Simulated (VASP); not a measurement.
Crystal: NiO2.

```
Ni O
1.0
     2.74819    0.00000    0.00000
    -1.37410    2.38000    0.00000
     0.00000    0.00000    4.56046
Ni O
1 2
Cartesian
  0.0000 0.0000 2.2802
  1.3741 0.7933 3.2101
  0.0000 1.5867 1.3504
```

This cell differs from its parent crystal: volume scaled by 0.97.

- Program: VASP 6.6.1
- Task: relaxation of shape and atoms at fixed volume
- Functional: r2SCAN
- Potentials or basis: VASP PAW PBE potentials, release 64 (Ni, O)
- Cutoff: 600 eV
- k mesh: 12 × 12 × 6
- Occupations: gaussian, width 0.02 eV
- Spin: no spin polarisation

At the start: pressure 8.4 GPa; volume 9.94 Å³/atom.

**Question.** Where does the relaxation end?

**Answer.** Over 5 steps the energy falls by 9.9 meV/atom; space group P-3m1 (No. 164, to 0.05 Å).

The path:
```
step  energy change (eV)  largest force (eV/Å)  pressure (GPa)  volume (Å³)
   1              0.0000                0.6106            8.38        29.83
   2             -0.0236                0.0117            2.69        29.83
   3             -0.0242                0.0983            1.65        29.83
   4             -0.0289                0.0333            0.76        29.83
   5             -0.0296                0.0016            0.31        29.83
```

Final structure:
```cif
data_structure
_symmetry_space_group_name_H-M 'P 1'
_symmetry_Int_Tables_number 1
_cell_length_a 2.7813
_cell_length_b 2.7813
_cell_length_c 4.4525
_cell_angle_alpha 90.000
_cell_angle_beta 90.000
_cell_angle_gamma 120.000
_cell_volume 29.83
loop_
_atom_site_label
_atom_site_type_symbol
_atom_site_fract_x
_atom_site_fract_y
_atom_site_fract_z
_atom_site_occupancy
Ni1 Ni 0.00000 0.00000 0.50000 1
O1 O 0.66667 0.33333 0.71161 1
O2 O 0.33333 0.66667 0.28840 1
```

Caveat: the cell differs from its parent crystal (volume scaled by 0.97); the PAW data sets were made with another functional, which shifts forces and pressure a little.
